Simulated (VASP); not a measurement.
# CdS (F-43m) in VASP: dielectric tensor with LDA

Aim: the dielectric tensor of CdS with LDA.

All numbers are computed with VASP 6.6.1; they aren't measurements. Logs are shortened: lines on timing, memory, paths and dates and some standing lists are left out, and cuts for length are marked.

### 1 The cell of the first run

It takes space group F-43m (No. 216, cubic). The conventional cell has a = 5.833 Å, b = 5.833 Å, c = 5.833 Å, α = 90.00°, β = 90.00°, γ = 90.00°. Within 3.3 Å of Cd (site symmetry -43m) lie 4 S at 2.53 Å. Within 3.3 Å of S (site symmetry -43m) lie 4 Cd at 2.53 Å.

### 2 Dielectric tensor, LDA

Input file INCAR:

```
  PREC = Accurate
  ENCUT = 400
  EDIFF = 1E-8
  ISMEAR = 0
  SIGMA = 0.01
  LREAL = F
  LASPH = T
  NELM = 120
  ALGO = Normal
  ISIF = 2
  LWAVE = F
  LCHARG = F
  GGA = CA
  LEPSILON = T
  ISYM = -1
  GGA_COMPAT = F
```

Input file KPOINTS:

```
explicit points
32
Reciprocal
  0.12500000   0.12500000   0.12500000 2
  0.12500000   0.12500000   0.37500000 2
  0.12500000   0.12500000   0.62500000 2
  0.12500000   0.12500000   0.87500000 2
  0.12500000   0.37500000   0.12500000 2
  0.12500000   0.37500000   0.37500000 2
  0.12500000   0.37500000   0.62500000 2
  0.12500000   0.37500000   0.87500000 2
  0.12500000   0.62500000   0.12500000 2
  0.12500000   0.62500000   0.37500000 2
  0.12500000   0.62500000   0.62500000 2
  0.12500000   0.62500000   0.87500000 2
  0.12500000   0.87500000   0.12500000 2
  0.12500000   0.87500000   0.37500000 2
  0.12500000   0.87500000   0.62500000 2
  0.12500000   0.87500000   0.87500000 2
  0.37500000   0.12500000   0.12500000 2
  0.37500000   0.12500000   0.37500000 2
  0.37500000   0.12500000   0.62500000 2
  0.37500000   0.12500000   0.87500000 2
  0.37500000   0.37500000   0.12500000 2
  0.37500000   0.37500000   0.37500000 2
  0.37500000   0.37500000   0.62500000 2
  0.37500000   0.37500000   0.87500000 2
  0.37500000   0.62500000   0.12500000 2
  0.37500000   0.62500000   0.37500000 2
  0.37500000   0.62500000   0.62500000 2
  0.37500000   0.62500000   0.87500000 2
  0.37500000   0.87500000   0.12500000 2
  0.37500000   0.87500000   0.37500000 2
  0.37500000   0.87500000   0.62500000 2
  0.37500000   0.87500000   0.87500000 2
```

Input file POSCAR:

```
CdS
1.0
    0.0000000000      2.9165000000      2.9165000000
    2.9165000000      0.0000000000      2.9165000000
    2.9165000000      2.9165000000      0.0000000000
Cd S
1 1
Direct
    0.0000000000      0.0000000000      0.0000000000
    0.2500000000      0.2500000000      0.2500000000
```

Potentials or basis: VASP PAW LDA potentials, release 64 (Cd, S).

Command:

```bash
$ cat potpaw_LDA.64/Cd/POTCAR potpaw_LDA.64/S/POTCAR > POTCAR
$ mpirun -np 1 vasp_std > vasp.out
```

OUTCAR:

```text
PREC = Accurate
   ENCUT = 400
   EDIFF = 1E-8
   ISMEAR = 0
   LREAL = F
   LASPH = T
   NELM = 120
   ISIF = 2
   GGA = CA
   LEPSILON = T
   ISYM = -1

 ion  position               nearest neighbor table
   1  0.000  0.000  0.000-   2 2.53   2 2.53   2 2.53   2 2.53
   2  0.250  0.250  0.250-   1 2.53   1 2.53   1 2.53   1 2.53

IMPORTANT INFORMATION: All symmetrisations will be switched off!
NOSYMM: (Re-)initialisation of all symmetry stuff for point group C_1.

----------------------------------------------------------------------------------------

                                     Primitive cell

  volume of cell :      49.6153

  direct lattice vectors                    reciprocal lattice vectors
     0.000000000  2.916500000  2.916500000    -0.171438368  0.171438368  0.171438368
     2.916500000  0.000000000  2.916500000     0.171438368 -0.171438368  0.171438368
     2.916500000  2.916500000  0.000000000     0.171438368  0.171438368 -0.171438368

  length of vectors
     4.124553855  4.124553855  4.124553855     0.296939964  0.296939964  0.296939964

  position of ions in fractional coordinates (direct lattice)
     0.000000000  0.000000000  0.000000000
     0.250000000  0.250000000  0.250000000

  ion indices of the primitive-cell ions
   primitive index   ion index
                 1           1
                 2           2

----------------------------------------------------------------------------------------

 KPOINTS: explicit points

Read explicit list of k-points.

 Found     32 k-points:

 Following reciprocal coordinates:
            Coordinates               Weight
  0.125000  0.125000  0.125000      0.031250
  0.125000  0.125000  0.375000      0.031250
  0.125000  0.125000  0.625000      0.031250
  0.125000  0.125000  0.875000      0.031250
  0.125000  0.375000  0.125000      0.031250
  0.125000  0.375000  0.375000      0.031250
[... 16 lines left out ...]
  0.375000  0.375000  0.625000      0.031250
  0.375000  0.375000  0.875000      0.031250
 [... further k-points ...]
   k-points           NKPTS =     32   k-points in BZ     NKDIM =     32   number of bands    NBANDS=     13
   number of dos      NEDOS =    301   number of ions     NIONS =      2
   total plane-waves  NPLWV =  21952
   dimension x,y,z NGX =    28 NGY =   28 NGZ =   28
   dimension x,y,z NGXF=    56 NGYF=   56 NGZF=   56
   ions per type =               1   1
   NGX,Y,Z   is equivalent  to a cutoff of  11.29, 11.29, 11.29 a.u.
   NGXF,Y,Z  is equivalent  to a cutoff of  22.57, 22.57, 22.57 a.u.
 SYSTEM =  unknown system
   PREC   = accura    normal or accurate (medium, high low for compatibility)
   ISTART =      0    job   : 0-new  1-cont  2-samecut
   ICHARG =      2    charge: 1-file 2-atom 10-const
   ISPIN  =      1    spin polarized calculation?
   LNONCOLLINEAR =      F non collinear calculations
   LSORBIT =      F    spin-orbit coupling
   LASPH  =      T    aspherical Exc in radial PAW
   ENCUT  =  400.0 eV  29.40 Ry    5.42 a.u.   6.73  6.73  6.73*2*pi/ulx,y,z
   NELM   =    120;   NELMIN=  2; NELMDL= -5     # of ELM steps
   EDIFF  = 0.1E-07   stopping-criterion for ELM
   LREAL  =      F    real-space projection
   EDIFFG = 0.1E-06   stopping-criterion for IOM
   NSW    =      0    number of steps for IOM
   IBRION =     -1    ionic relax: 0-MD 1-quasi-New 2-CG
   NFREE  =      0    steps in history (QN), initial steepest desc. (CG)
   ISIF   =      2    stress and relaxation
   ISYM   =     -1    0-nonsym 1-usesym 2-fastsym
   POTIM  = 0.5000    time-step for ionic-motion
   TEBEG  =    0.0;   TEEND  =   0.0 temperature during run
   PSTRESS=    0.0 pullay stress
   NELECT =      18.0000    total number of electrons
   NUPDOWN=      -1.0000    fix difference up-down
   EMIN   =  10.00;   EMAX   =-10.00  energy-range for DOS
   EFERMI =   0.00;   METHOD = LEGACY
   ISMEAR =     0;   SIGMA  =   0.01  broadening in eV -4-tet -1-fermi 0-gaus
   EFERMI_NEDOS =   21; number of points for ismear=-14 and -15
   IALGO  =     38    algorithm
   IMIX   =      4    mixing-type and parameters
     AMIX     =   0.40;   BMIX     =  1.00
     AMIX_MAG =   1.60;   BMIX_MAG =  1.00
[... 19 lines left out ...]

 number of electron      17.9999989 magnetization

 E-fermi :   1.0950     XC(G=0):  -9.5864

 val. band max:        1.0045196131   @ k =   0.1250   0.1250   0.1250
 cond. band min:       2.9084374713   @ k =   0.1250   0.1250   0.1250
 fundamental gap:      1.9039178582
 Fermi energy:         1.0950011927

 k-point     1 :       0.1250    0.1250    0.1250
  band No.  band energies     occupation
      1     -11.1650      2.00000
      2      -6.6241      2.00000
      3      -6.6241      2.00000
      4      -6.5980      2.00000
      5      -6.1640      2.00000
      6      -6.1640      2.00000
      7       0.0339      2.00000
      8       1.0045      2.00000
      9       1.0045      2.00000
     10       2.9084      0.00000
     11       7.2128      0.00000
     12       7.6909      0.00000
     13       7.6909      0.00000
[... 354 lines left out ...]
  band No.  band energies     occupation
      1     -10.6706      2.00000
      2      -6.4351      2.00000
      3      -6.3252      2.00000
      4      -6.3088      2.00000
      5      -6.0874      2.00000
      6      -5.7227      2.00000
      7      -2.8019      2.00000
      8      -0.9967      2.00000
      9      -0.6403      2.00000
     10       4.7911      0.00000
     11       5.6227      0.00000
     12       9.5131      0.00000
     13      10.7441      0.00000

 [... further k-points ...]

  FORCE on cell =-STRESS in cart. coord.  units (eV):
  Direction    XX          YY          ZZ          XY          YZ          ZX
  --------------------------------------------------------------------------------------
  -------------------------------------------------------------------------------------
  Total       -0.7425628     -0.7425633     -0.7425637     -0.0531328     -0.0531331     -0.0531322
  in kB      -23.9788200    -23.9788385    -23.9788520     -1.7157626     -1.7157742     -1.7157437
  external PRESSURE =     -23.9788368 kB  Pullay stress =       0.0000000 kB

 VOLUME and BASIS-vectors are now :
 -----------------------------------------------------------------------------
  energy-cutoff  :      400.00
  volume of cell :       49.62
      direct lattice vectors                 reciprocal lattice vectors
     0.000000000  2.916500000  2.916500000    -0.171438368  0.171438368  0.171438368
     2.916500000  0.000000000  2.916500000     0.171438368 -0.171438368  0.171438368
     2.916500000  2.916500000  0.000000000     0.171438368  0.171438368 -0.171438368

 POSITION                                       TOTAL-FORCE (eV/Angst)
 -----------------------------------------------------------------------------------
      0.00000      0.00000      0.00000         0.015030      0.015030      0.015030
      1.45825      1.45825      1.45825        -0.015030     -0.015030     -0.015030
 -----------------------------------------------------------------------------------
    total drift:                                0.000001      0.000001      0.000002

  FREE ENERGIE OF THE ION-ELECTRON SYSTEM (eV)
  ---------------------------------------------------
  free  energy   TOTEN  =        -7.3959096442 eV

  energy  without entropy=       -7.3959096442  energy(sigma->0) =       -7.39590964

 HEAD OF MICROSCOPIC STATIC DIELECTRIC TENSOR (INDEPENDENT PARTICLE, excluding Hartree and local field effects)
 ------------------------------------------------------
           7.062671    -0.906921    -0.906921
          -0.908135     7.062672    -0.907530
          -0.908136    -0.907530     7.062672
 ------------------------------------------------------

 Free energy of the ion-electron system (eV)
  ---------------------------------------------------
  ---------------------------------------------------
  free energy    TOTEN  =        -0.80803943 eV

  energy without entropy =       -0.80803943

------------------------ aborting loop because EDIFF is reached ----------------------------------------

--------------------------------------- Ionic step        2  -------------------------------------------

------------------------ aborting loop because EDIFF is reached ----------------------------------------

--------------------------------------- Ionic step        3  -------------------------------------------

 Free energy of the ion-electron system (eV)
  ---------------------------------------------------
  ---------------------------------------------------
  free energy    TOTEN  =        -0.80804106 eV

  energy without entropy =       -0.80804106

------------------------ aborting loop because EDIFF is reached ----------------------------------------

 PIEZOELECTRIC TENSOR FIELD DIRECTION 3  (e Angst)
 -----------------------------------------------------------------------------
     0.02858 -1.97144  0.12865           ( -0.00028  0.01801 -0.00715)
    -1.97144  0.02742  0.12972           (  0.01801 -0.00028 -0.00714)
     0.12865  0.12972 -0.03491           ( -0.00715 -0.00714 -0.00035)

 PIEZOELECTRIC TENSOR FIELD DIRECTION 3  (C/m^2)
 -----------------------------------------------------------------------------
     0.00923 -0.63662  0.04154
    -0.63662  0.00885  0.04189
     0.04154  0.04189 -0.01127

 MACROSCOPIC STATIC DIELECTRIC TENSOR (including local field effects in DFT)
 ------------------------------------------------------
           6.603702    -0.909222    -0.909222
          -0.910102     6.603702    -0.909625
          -0.910102    -0.909625     6.603702
 ------------------------------------------------------

 PIEZOELECTRIC TENSOR (including local field effects)  for field in x, y, z        (e  Angst)
          XX          YY          ZZ          XY          YZ          ZX
  --------------------------------------------------------------------------------
  x    -0.03469     0.02929     0.02929     0.13843    -1.97201     0.13843
  y     0.02858    -0.03491     0.02742     0.12865     0.13938    -1.97145
  z     0.02858     0.02742    -0.03491    -1.97144     0.12972     0.12865

 PIEZOELECTRIC TENSOR (including local field effects)  for field in x, y, z        (C/m^2)
          XX          YY          ZZ          XY          YZ          ZX
  --------------------------------------------------------------------------------
  x    -0.01120     0.00946     0.00946     0.04470    -0.63680     0.04470
  y     0.00923    -0.01127     0.00885     0.04154     0.04501    -0.63662
  z     0.00923     0.00885    -0.01127    -0.63662     0.04189     0.04154

 BORN EFFECTIVE CHARGES (including local field effects) (in |e|, cummulative output)
 ---------------------------------------------------------------------------------
 ion    1
    1     2.19068    -0.18582    -0.18582
    2    -0.18441     2.19047    -0.18556
    3    -0.18441    -0.18556     2.19047
 ion    2
    1    -2.19068     0.18582     0.18582
    2     0.18441    -2.19047     0.18556
    3     0.18441     0.18556    -2.19047
```

It took 2.2 min on 1 thread of Intel Xeon Platinum 8259CL at 2.50GHz (Skylake/Cascade Lake), shared host; peak memory 0.17 GiB.

What came out:

* Band gap on the k mesh: 1.90 eV
* Electronic dielectric tensor (diagonal): 6.60
* Born charges (mean of the diagonal): Cd +2.19; S -2.19 e

Levels at points of the mesh, in eV from the valence-band top:
```tsv
k point	band 5	band 6	band 7	band 8	band 9	band 10	band 11	band 12	band 13
(0.12, 0.12, 0.12)	-7.17	-7.17	-0.97	0.00	0.00	1.90	6.21	6.69	6.69
```

Electronic dielectric tensor:
```
 6.60 -0.91 -0.91
-0.91  6.60 -0.91
-0.91 -0.91  6.60
```

Born effective charge tensors (e):
atom 1, Cd
```
 2.19 -0.19 -0.19
-0.18  2.19 -0.19
-0.18 -0.19  2.19
```
atom 2, S
```
-2.19  0.19  0.19
 0.18 -2.19  0.19
 0.18  0.19 -2.19
```

Caveat: a shifted mesh leaves out Γ, where band edges can lie. As with any semilocal functional, this LDA gap is likely too small.
